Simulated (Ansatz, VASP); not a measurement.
Two plane-wave programs on PbS

```
Pb S
1.0
     2.04230   -5.88283    0.00000
     2.04230    5.88283    0.00000
     0.00000    0.00000    4.20185
Pb S
2 2
Direct
  0.86944 0.13056 0.75000
  0.13056 0.86944 0.25000
  0.64520 0.35480 0.75000
  0.35480 0.64520 0.25000
```

Alike in both runs: task single point; functional PBEsol; k mesh 6 × 6 × 6; no spin polarisation.

```csv
,VASP,Ansatz
version,VASP 6.6.1,Ansatz 0.2.0
potentials or method,"VASP PAW PBE potentials, release 64 (Pb_d, S), cutoff 520 eV","plane waves, PAW"
occupations,"gaussian, width 0.01 eV",fixed
valence electrons in the cell,40,40
```

VASP gave:

```
pressure (GPa)                                                : 1.2
traceless stress, the component that is largest in VASP (GPa) : 0.33
```

Q: Which values does Ansatz return?

A: Pressure (GPa): 1.2; traceless stress, the component that is largest in VASP (GPa): 0.36.

VASP's potentials were made for PBE, not for PBEsol.

Spin-orbit coupling is off throughout.
